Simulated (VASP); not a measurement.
Wanted: the native input for a VASP 6.6.1 run.

| Property | Result |
| --- | --- |
| Task | single point |
| Functional | PBE |
| Potentials or basis | VASP PAW PBE potentials, release 64 (B, N) |
| Cutoff | 520 eV |
| k mesh | 10 × 10 × 10 |
| Occupations | gaussian, width 0.01 eV |
| Spin | no spin polarisation |
| Dipole correction | no |
| Further INCAR settings | ALGO = Normal; EDIFF = 1e-06; NBANDS = 11 |

The structure of BN (Qingsongite) lies in POSCAR:

```
BN
1.0
    0.0000000000      1.8135050275      1.8135050275
    1.8135050275      0.0000000000      1.8135050275
    1.8135050275      1.8135050275      0.0000000000
B N
1 1
Direct
    0.0000000000      0.0000000000      0.0000000000
    0.2500000000      0.2500000000      0.2500000000
```

The input as run:

INCAR

```
SYSTEM = BN
PREC     = Accurate       ! precision mode
ENCUT    = 520            ! plane-wave cutoff, eV
EDIFF    = 1E-6           ! SCF threshold, eV
ISMEAR   = 0              ! smearing method
SIGMA    = 0.01           ! smearing width, eV
LREAL    = .FALSE.        ! projectors in reciprocal space
LASPH    = .TRUE.         ! aspherical terms in the spheres
NELM     = 60             ! most SCF steps
ALGO     = Normal         ! electronic algorithm
ISIF     = 2              ! what is computed and relaxed
LWAVE    = .FALSE.        ! write WAVECAR
LCHARG   = .FALSE.        ! write CHGCAR
GGA      = PE             ! functional
NBANDS   = 11             ! bands
```

KPOINTS

```
regular mesh
0
G
  10 10 10
  0 0 0
```

Potentials or basis: VASP PAW PBE potentials, release 64 (B, N).

The run is started by

```console
$ cat potpaw_PBE.64/B/POTCAR potpaw_PBE.64/N/POTCAR > POTCAR
$ mpirun -np 1 vasp_std > vasp.out
```

Results of the run:

| Property | Result |
| --- | --- |
| Pressure | -0.5 GPa |
| Band gap on the k mesh | 4.45 eV, indirect (least direct gap 8.77 eV) |

It took 7.5 s on 1 thread of AMD EPYC 7R13, on a shared host, peak memory 0.09 GiB.
